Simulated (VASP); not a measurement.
# LiSb3 in VASP: notebook

The runs below take LiSb3 through single point, with LDA.

Everything below comes from runs of VASP 6.6.1. Logs are shortened: lines on timing, memory, paths and dates and some standing lists are left out, and cuts for length are marked.

## 1. The cell of the first run

The structure is cubic, space group Pm-3m (No. 221). The conventional cell has a = 4.681 Å, b = 4.681 Å, c = 4.681 Å, α = 90.00°, β = 90.00°, γ = 90.00°. Within 4.4 Å of Li (site symmetry m-3m) lie 12 Sb at 3.31 Å. Sb (site symmetry 4/mmm) has 4 Li at 3.31 Å and 8 Sb at 3.31 Å within 4.4 Å.

## 2. Single point, LDA

Input file INCAR:

```
  PREC = Accurate
  ENCUT = 520
  EDIFF = 1E-6
  ISMEAR = 1
  SIGMA = 0.05
  LREAL = False
  LASPH = True
  NELM = 100
  ALGO = Normal
  ISIF = 2
  LWAVE = False
  LCHARG = False
  GGA = CA
  NBANDS = 17
```

Input file KPOINTS:

```
Automatic mesh
0
Gamma
  4 4 4
```

Input file POSCAR:

```
LiSb3
1.0
    4.6810210000      0.0000000000      0.0000000000
    0.0000000000      4.6810210000      0.0000000000
    0.0000000000      0.0000000000      4.6810210000
Li Sb
1 3
Direct
    0.0000000000      0.0000000000      0.0000000000
    0.5000000000      0.0000000000      0.5000000000
    0.0000000000      0.5000000000      0.5000000000
    0.5000000000      0.5000000000      0.0000000000
```

Potentials or basis: VASP PAW LDA potentials, release 64 (Li_sv, Sb).

Run with:

```console
$ cat potpaw_LDA.64/Li_sv/POTCAR potpaw_LDA.64/Sb/POTCAR > POTCAR
$ mpirun -np 1 vasp_std > vasp.out
```

OUTCAR:

```text
PREC = Accurate
   ENCUT = 520
   EDIFF = 1E-6
   ISMEAR = 1
   LREAL = False
   LASPH = True
   NELM = 100
   ISIF = 2
   GGA = CA

 ion  position               nearest neighbor table
   1  0.000  0.000  0.000-
   2  0.500  0.000  0.500-   3 3.31   4 3.31   4 3.31   3 3.31   4 3.31   4 3.31   3 3.31   3 3.31

   3  0.000  0.500  0.500-   2 3.31   4 3.31   4 3.31   2 3.31   2 3.31   4 3.31   4 3.31   2 3.31

   4  0.500  0.500  0.000-   2 3.31   3 3.31   2 3.31   3 3.31   2 3.31   2 3.31   3 3.31   3 3.31

  LATTYP: Found a simple cubic cell.
 ALAT       =     4.6810210000

  Lattice vectors:

 A1 = (   4.6810210000,   0.0000000000,   0.0000000000)
 A2 = (   0.0000000000,   4.6810210000,   0.0000000000)
 A3 = (   0.0000000000,   0.0000000000,   4.6810210000)

Analysis of symmetry for initial positions (statically):
=====================================================================
 Subroutine PRICEL returns:
 Original cell was already a primitive cell.

 Routine SETGRP: Setting up the symmetry group for a
 simple cubic supercell.

 Subroutine GETGRP returns: Found 48 space group operations
 (whereof 48 operations were pure point group operations)
 out of a pool of 48 trial point group operations.

The static configuration has the point symmetry O_h .

Analysis of symmetry for dynamics (positions and initial velocities):
=====================================================================
 Subroutine PRICEL returns:
 Original cell was already a primitive cell.

 Routine SETGRP: Setting up the symmetry group for a
 simple cubic supercell.

 Subroutine GETGRP returns: Found 48 space group operations
 (whereof 48 operations were pure point group operations)
 out of a pool of 48 trial point group operations.

The dynamic configuration has the point symmetry O_h .

 Subroutine INISYM returns: Found 48 space group operations
 (whereof 48 operations are pure point group operations),
 and found     1 'primitive' translations

----------------------------------------------------------------------------------------

                                     Primitive cell

  volume of cell :     102.5703

  direct lattice vectors                    reciprocal lattice vectors
     4.681021000  0.000000000  0.000000000     0.213628608  0.000000000  0.000000000
     0.000000000  4.681021000  0.000000000     0.000000000  0.213628608  0.000000000
     0.000000000  0.000000000  4.681021000     0.000000000  0.000000000  0.213628608

  length of vectors
     4.681021000  4.681021000  4.681021000     0.213628608  0.213628608  0.213628608

  position of ions in fractional coordinates (direct lattice)
     0.000000000  0.000000000  0.000000000
     0.500000000  0.000000000  0.500000000
     0.000000000  0.500000000  0.500000000
     0.500000000  0.500000000  0.000000000

  ion indices of the primitive-cell ions
   primitive index   ion index
                 1           1
                 2           2
                 3           3
                 4           4

----------------------------------------------------------------------------------------

 KPOINTS: Automatic mesh

Automatic generation of k-mesh.
 Grid dimensions read from file:
 generate k-points for:    4    4    4

 Generating k-lattice:

  Cartesian coordinates                     Fractional coordinates (reciprocal lattice)
     0.053407152  0.000000000  0.000000000     0.250000000  0.000000000  0.000000000
     0.000000000  0.053407152  0.000000000     0.000000000  0.250000000  0.000000000
     0.000000000  0.000000000  0.053407152     0.000000000  0.000000000  0.250000000

  Length of vectors
     0.053407152  0.053407152  0.053407152

  Shift w.r.t. Gamma in fractional coordinates (k-lattice)
     0.000000000  0.000000000  0.000000000

 Subroutine IBZKPT returns following result:
 ===========================================

 Found     10 irreducible k-points:

 Following reciprocal coordinates:
            Coordinates               Weight
  0.000000  0.000000  0.000000      1.000000
  0.250000  0.000000  0.000000      6.000000
  0.500000  0.000000  0.000000      3.000000
  0.250000  0.250000  0.000000     12.000000
  0.500000  0.250000  0.000000     12.000000
  0.500000  0.500000  0.000000      3.000000
  0.250000  0.250000  0.250000      8.000000
  0.500000  0.250000  0.250000     12.000000
  0.500000  0.500000  0.250000      6.000000
  0.500000  0.500000  0.500000      1.000000
   k-points           NKPTS =     10   k-points in BZ     NKDIM =     10   number of bands    NBANDS=     17
   number of dos      NEDOS =    301   number of ions     NIONS =      4
   total plane-waves  NPLWV =  46656
   dimension x,y,z NGX =    36 NGY =   36 NGZ =   36
   dimension x,y,z NGXF=    72 NGYF=   72 NGZF=   72
   ions per type =               1   3
   NGX,Y,Z   is equivalent  to a cutoff of  12.79, 12.79, 12.79 a.u.
   NGXF,Y,Z  is equivalent  to a cutoff of  25.57, 25.57, 25.57 a.u.
 SYSTEM =  unknown system
   PREC   = accura    normal or accurate (medium, high low for compatibility)
   ISTART =      0    job   : 0-new  1-cont  2-samecut
   ICHARG =      2    charge: 1-file 2-atom 10-const
   ISPIN  =      1    spin polarized calculation?
   LNONCOLLINEAR =      F non collinear calculations
   LSORBIT =      F    spin-orbit coupling
   LASPH  =      T    aspherical Exc in radial PAW
   ENCUT  =  520.0 eV  38.22 Ry    6.18 a.u.   8.70  8.70  8.70*2*pi/ulx,y,z
   NELM   =    100;   NELMIN=  2; NELMDL= -5     # of ELM steps
   EDIFF  = 0.1E-05   stopping-criterion for ELM
   LREAL  =      F    real-space projection
   EDIFFG = 0.1E-04   stopping-criterion for IOM
   NSW    =      0    number of steps for IOM
   IBRION =     -1    ionic relax: 0-MD 1-quasi-New 2-CG
   NFREE  =      0    steps in history (QN), initial steepest desc. (CG)
   ISIF   =      2    stress and relaxation
   ISYM   =      2    0-nonsym 1-usesym 2-fastsym
   POTIM  = 0.5000    time-step for ionic-motion
   TEBEG  =    0.0;   TEEND  =   0.0 temperature during run
   PSTRESS=    0.0 pullay stress
   NELECT =      18.0000    total number of electrons
   NUPDOWN=      -1.0000    fix difference up-down
   EMIN   =  10.00;   EMAX   =-10.00  energy-range for DOS
   EFERMI =   0.00;   METHOD = LEGACY
   ISMEAR =     1;   SIGMA  =   0.05  broadening in eV -4-tet -1-fermi 0-gaus
   EFERMI_NEDOS =   21; number of points for ismear=-14 and -15
   IALGO  =     38    algorithm
   IMIX   =      4    mixing-type and parameters
     AMIX     =   0.40;   BMIX     =  1.00
     AMIX_MAG =   1.60;   BMIX_MAG =  1.00
  volume/ion in A,a.u.               =      25.64       173.04
  Fermi-wavevector in a.u.,A,eV,Ry     =   0.916555  1.732037 11.429882  0.840073
  Thomas-Fermi vector in A             =   2.041423
   LORBIT       =      0    0 simple, 1 ext, 2 COOP (PROOUT), +10 PAW based schemes
   GGA     = CA    functional components
   LHFCALC =     F    Hartree Fock is set to
   AEXX    =    0.0000 exact exchange contribution
   IVDW    =     0    specifies the selected vdW correction
   LEPSILON=     F    determine dielectric tensor
   LRPA    =     F    only Hartree local field effects (RPA)
 non-spin polarized calculation
 Methfessel and Paxton  Order N= 1 SIGMA  =   0.05
  energy-cutoff  :      520.00
  volume of cell :      102.57
 maximum number of plane-waves:      2800
 NGX is ok and might be reduce to    36
   NGX = 17   NGY = 17   NGZ = 17

 number of electron      17.9999990 magnetization

 Free energy of the ion-electron system (eV)
  ---------------------------------------------------
  ext. energy  EPLUGINS =         0.00000000
  ---------------------------------------------------
  free energy    TOTEN  =       -16.61193849 eV

  energy without entropy =      -16.61003320  energy(sigma->0) =      -16.61130340

 E-fermi :   6.5920     XC(G=0):  -9.6444

 val. band max:        6.5873542124   @ k =   0.2500   0.0000   0.0000
 cond. band min:       6.7366651070   @ k =   0.5000   0.2500   0.2500
 fundamental gap:      0.1493108946
 Fermi energy:         6.5919896752

 k-point     1 :       0.0000    0.0000    0.0000
  band No.  band energies     occupation
      1     -39.6930      2.00000
      2      -5.5075      2.00000
      3      -0.5821      2.00000
      4      -0.5821      2.00000
      5       2.5978      2.00000
      6       2.5978      2.00000
[... 9 lines left out ...]
     16      12.0830      0.00000
     17      12.2611      0.00000

 k-point     2 :       0.2500    0.0000    0.0000
  band No.  band energies     occupation
      1     -39.6930      2.00000
      2      -5.1468      2.00000
      3      -1.9154      2.00000
      4      -0.4724      2.00000
      5       3.0024      2.00000
      6       3.0024      2.00000
[... 9 lines left out ...]
     16      12.5806      0.00000
     17      13.4008      0.00000

 k-point     3 :       0.5000    0.0000    0.0000
  band No.  band energies     occupation
      1     -39.6930      2.00000
      2      -4.4708      2.00000
      3      -3.2059      2.00000
      4      -0.3521      2.00000
      5       3.7320      2.00000
      6       3.7320      2.00000
[... 9 lines left out ...]
     16      12.4345      0.00000
     17      12.4345      0.00000

 k-point     4 :       0.2500    0.2500    0.0000
  band No.  band energies     occupation
      1     -39.6930      2.00000
      2      -4.7832      2.00000
      3      -2.0173      2.00000
      4      -1.2939      2.00000
      5       2.9385      2.00000
      6       3.4160      2.00000
[... 9 lines left out ...]
     16      12.1107      0.00000
     17      13.2544      0.00000
[... 63 lines left out ...]
      1     -39.6930      2.00000
      2      -3.7048      2.00000
      3      -2.8248      2.00000
      4      -1.6058      2.00000
      5       2.0912      2.00000
      6       3.0317      2.00000
[... 9 lines left out ...]
     16      12.9887      0.00000
     17      13.3610      0.00000

 k-point     9 :       0.5000    0.5000    0.2500
  band No.  band energies     occupation
      1     -39.6930      2.00000
      2      -2.7722      2.00000
      3      -2.5913      2.00000
      4      -2.5913      2.00000
      5       1.9566      2.00000
      6       2.0415      2.00000
[... 9 lines left out ...]
     16      13.7499      0.00000
     17      13.7499      0.00000

 k-point    10 :       0.5000    0.5000    0.5000
  band No.  band energies     occupation
      1     -39.6930      2.00000
      2      -2.3409      2.00000
      3      -2.3409      2.00000
      4      -2.3409      2.00000
      5       0.6851      2.00000
      6       2.1647      2.00000
[... 9 lines left out ...]
     16      14.7616      0.00000
     17      14.7616      0.00000

------------------------ aborting loop because EDIFF is reached ----------------------------------------

  FORCE on cell =-STRESS in cart. coord.  units (eV):
  Direction    XX          YY          ZZ          XY          YZ          ZX
  --------------------------------------------------------------------------------------
  -------------------------------------------------------------------------------------
  Total       -2.1454117     -2.1454117     -2.1454117     -0.0000000     -0.0000000      0.0000000
  in kB      -33.5119321    -33.5119321    -33.5119321     -0.0000000     -0.0000000      0.0000000
  external PRESSURE =     -33.5119321 kB  Pullay stress =       0.0000000 kB

 VOLUME and BASIS-vectors are now :
 -----------------------------------------------------------------------------
  energy-cutoff  :      520.00
  volume of cell :      102.57
      direct lattice vectors                 reciprocal lattice vectors
     4.681021000  0.000000000  0.000000000     0.213628608  0.000000000  0.000000000
     0.000000000  4.681021000  0.000000000     0.000000000  0.213628608  0.000000000
     0.000000000  0.000000000  4.681021000     0.000000000  0.000000000  0.213628608

 POSITION                                       TOTAL-FORCE (eV/Angst)
 -----------------------------------------------------------------------------------
      0.00000      0.00000      0.00000         0.000000      0.000000      0.000000
      2.34051      0.00000      2.34051         0.000000      0.000000      0.000000
      0.00000      2.34051      2.34051         0.000000      0.000000      0.000000
      2.34051      2.34051      0.00000         0.000000      0.000000      0.000000
 -----------------------------------------------------------------------------------
    total drift:                               -0.000000      0.000000      0.000000

  FREE ENERGIE OF THE ION-ELECTRON SYSTEM (eV)
  ---------------------------------------------------
  free  energy   TOTEN  =       -16.6119384920 eV

  energy  without entropy=      -16.6100332021  energy(sigma->0) =      -16.61130340
```

Wall time 5.5 s (1 thread of Intel Xeon 6975P-C (Granite Rapids), shared host); peak memory 0.17 GiB.

Results:

```
Free energy            : -16.6119 eV
Band gap on the k mesh : zero (band 9 reaches 8.12 eV, above the bottom of band 10 at 5.81 eV)
```

Caveat: the cutoff is under 1.25 times the usual one of these potentials, so pressure, stress and relaxed cells hold a basis-set (Pulay) error; spin-orbit coupling is left out, which moves the levels of the heavy elements.

## 3. Single point, LDA

This run uses another cell than the first one, of 23.99 Å³/atom, 0.935 times its volume.

Input file INCAR:

```
SYSTEM = LiSb3
PREC = Accurate ; ENCUT = 520
EDIFF = 1E-7 ; ISMEAR = 1
SIGMA = 0.05 ; LREAL = .False.
LASPH = .True. ; NELM = 100
ALGO = Normal ; ISIF = 2
LWAVE = .False. ; LCHARG = .True.
LELF = .True. ; LVHAR = .True.
NBANDS = 17
```

Input file KPOINTS:

```
regular mesh
0
Gamma
  4 4 4
  0 0 0
```

Edit POSCAR of step 2 so:

```diff
@@ -2,4 +2,4 @@
 1.0
-    4.6810210000      0.0000000000      0.0000000000
-    0.0000000000      4.6810210000      0.0000000000
+    4.5275140692      0.0000000000      0.0000000000
+    0.0000000000      4.5275140692      0.0000000000
     0.0000000000      0.0000000000      4.6810210000
```

Potentials or basis: VASP PAW LDA potentials, release 64 (Li_sv, Sb).

Run with:

```console
$ cat potpaw_LDA.64/Li_sv/POTCAR potpaw_LDA.64/Sb/POTCAR > POTCAR
$ mpirun -np 1 vasp_std > vasp.out
```

Run time: 11 s. Hardware: 1 thread of Intel Xeon 6975P-C (Granite Rapids), shared host; peak memory 0.18 GiB.

It converged, with:

| Quantity | Value |
| --- | --- |
| Free energy | -16.6855 eV |
| Band gap on the k mesh | zero (band 9 reaches 8.83 eV, above the bottom of band 10 at 6.47 eV) |

Levels at points of the mesh, in eV from the Fermi level:
```
           k point  band 7  band 8  band 9  band 10  band 11  band 12
(0.00, 0.00, 0.00)   -4.26    0.87    1.03     1.03     1.04     2.79
(0.50, 0.00, 0.00)   -1.66   -1.43   -1.17    -0.84    -0.67     2.64
(0.50, 0.50, 0.00)   -1.50   -1.05   -1.05    -0.93    -0.93     2.73
(0.00, 0.00, 0.50)   -1.44   -1.44   -0.95    -0.77    -0.57     3.01
(0.50, 0.00, 0.50)   -1.36   -0.93   -0.83    -0.65    -0.61     3.00
(0.50, 0.50, 0.50)   -4.76   -4.76    0.60     4.01     4.63     4.69
```

Caveat: the cutoff is under 1.25 times the usual one of these potentials, so pressure, stress and relaxed cells hold a basis-set (Pulay) error; spin-orbit coupling is left out, which moves the levels of the heavy elements.
